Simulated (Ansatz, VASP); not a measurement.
Two plane-wave programs on BN

File INCAR:

```
SYSTEM = BN
PREC     = Accurate       ! precision mode
ENCUT    = 520            ! plane-wave cutoff, eV
EDIFF    = 1E-6           ! SCF threshold, eV
ISMEAR   = 0              ! smearing method
SIGMA    = 0.05           ! smearing width, eV
LREAL    = .False.        ! projectors in reciprocal space
LASPH    = .True.         ! aspherical terms in the spheres
NELM     = 80             ! most SCF steps
ALGO     = Normal         ! electronic algorithm
ISIF     = 2              ! what is computed and relaxed
LWAVE    = .False.        ! write WAVECAR
LCHARG   = .False.        ! write CHGCAR
NBANDS   = 16             ! bands
```

KPOINTS

```
Automatic mesh
0
Gamma
  12 12 4
  0 0 0
```

The input POSCAR:

```
BN
1.0
    2.6088164789      0.0000000000      0.0000000000
   -1.3044082394      2.2593013445      0.0000000000
    0.0000000000      0.0000000000      6.3344672923
B N
2 2
Direct
    0.3333333333      0.6666666667      0.2500000000
    0.6666666667      0.3333333333      0.7500000000
    0.3333333333      0.6666666667      0.7500000000
    0.6666666667      0.3333333333      0.2500000000
```

Input for Ansatz:

```yaml
crystal:
  lattice:
    - [2.6088164789, 0.0, 0.0]
    - [-1.3044082394, 2.2593013445, 0.0]
    - [0.0, 0.0, 6.3344672923]
  atoms:
    - { symbol: B, position: [0.3333333333, 0.6666666667, 0.25] }
    - { symbol: B, position: [0.6666666667, 0.3333333333, 0.75] }
    - { symbol: "N", position: [0.3333333333, 0.6666666667, 0.75] }
    - { symbol: "N", position: [0.6666666667, 0.3333333333, 0.25] }
basis:
  ecutwfc: 520.0
kpoints:
  mp_grid: { grid: [12, 12, 4] }
hamiltonian:
  xc: lda
  pseudopotentials: { kind: paw, azcp: { folder: soft_1 } }
scf:
  occupations: { method: gaussian, width: 0.05 }
output:
  forces: true
  stress: true
  eigenvalues: true
```

Alike in both runs: task single point; functional LDA; k mesh 12 × 12 × 4; occupations gaussian, width 0.05 eV; no spin polarisation.

|  | VASP | Ansatz |
| --- | --- | --- |
| version | VASP 6.6.1 | Ansatz 0.2.0 |
| potentials or method | VASP PAW LDA potentials, release 64 (B, N), cutoff 520 eV | scalar-relativistic, plane waves, PAW |
| valence electrons in the cell | 16 | 16 |

```csv
,VASP,Ansatz,Ansatz less VASP
gap on the k mesh at the Fermi level (eV),3.77,3.78,+0.009
least direct gap on the mesh (eV),4.04,4.05,+0.009
```

Ansatz warns that its potentials were made for another functional, while VASP's fit it. LDA's correlation is that of Perdew and Zunger in VASP and of Perdew and Wang (1992) in Ansatz.
